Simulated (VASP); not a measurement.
Runs of VASP 6.6.1 on CdO. The structure is that of space group Fm-3m (No. 225), or close to it. The cells are those of the table. 

```tsv
level	potentials or basis	cell	cutoff (eV)	gap on the mesh (eV)	pressure (GPa)
LDA	VASP PAW LDA potentials, release 64 (Cd_sv_GW, O)	a = 3.277 Å, angles 60.0°, 2 atoms	700	none	0.2
BLYP	VASP PAW PBE potentials, release 64 (Cd_sv_GW, O)	a = 3.417 Å, angles 60.0°, 2 atoms	700	none	(b)
LDA	VASP PAW LDA potentials, release 64 (Cd_sv_GW, O)	a = 3.320 Å, angles 60.0°, 2 atoms	700	none	-5.6
LDA	VASP PAW LDA potentials, release 64 (Cd_sv_GW, O)	a = 3.321 Å, angles 60.0°, 2 atoms	700	none	(c)
LDA	VASP PAW LDA potentials, release 64 (Cd_sv_GW, O)	a = 3.255 Å, angles 60.0°, 2 atoms	700	none	3.7
PBE+D4	VASP PAW PBE potentials, release 64 (Cd_sv_GW, O)	a = 3.321 Å, angles 60.0°, 2 atoms	700	none	2.5
r2SCAN	VASP PAW PBE potentials, release 64 (Cd_sv_GW, O)	a = 3.305 Å, angles 60.0°, 2 atoms	770	(a)	2.7
PBE+D4	VASP PAW PBE potentials, release 64 (Cd_sv_GW, O)	a = 3.341 Å, angles 60.0°, 2 atoms	700	none	0.0
```

Alike in all rows: task single point; no spin polarisation; k mesh 8 × 8 × 8; smearing gaussian 0.05 eV.

Question: Fill in the values left out.

Answer: (a) 0.14; (b) -0.1; (c) -5.8.

Caveats: semilocal functionals underestimate gaps, and a narrow one can read as zero; the PAW data sets were made with another functional, which shifts forces and pressure a little (at least some runs); the cell stands under tension (at least some runs); the cell stands under pressure (at least some runs).

A k mesh can miss the band edges, and the runs leave out spin-orbit coupling on Cd.

A gap of «none» marks levels without a gap at the run's occupations.
